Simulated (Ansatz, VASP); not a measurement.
One calculation of ZnCu, two programs

```
Zn Cu
1.0
     3.22111    0.93933    0.93933
     0.93933    3.22111    0.93933
     0.93933    0.93933    3.22111
Zn Cu
1 1
Direct
  0.50000 0.50000 0.50000
  0.00000 0.00000 0.00000
```

Alike in both runs: task single point; functional PBEsol; k mesh 18 × 18 × 18; occupations gaussian, width 0.15 eV; no spin polarisation.

|  | VASP | Ansatz |
| --- | --- | --- |
| version | VASP 6.6.1 | Ansatz 0.2.0 |
| potentials or method | VASP PAW PBE potentials, release 64 (Zn, Cu), cutoff 520 eV | scalar-relativistic, plane waves, PAW |
| valence electrons in the cell | 23 | 31 |

Ansatz gave:

```
gap on the k mesh at the Fermi level (eV)                     : none
pressure (GPa)                                                : 8.1
traceless stress, the component that is largest in VASP (GPa) : 2.42
```

What did VASP give for the same quantities?

gap on the k mesh at the Fermi level (eV): none; pressure (GPa): 8.8; traceless stress, the component that is largest in VASP (GPa): 2.47.

VASP's potentials were made for PBE, not for PBEsol. A gap of «none» marks a metal or a gap that the smearing closes. VASP's potentials hold 23 valence electrons a cell and Ansatz's 31, so a difference there can come from the potentials and not from the codes.
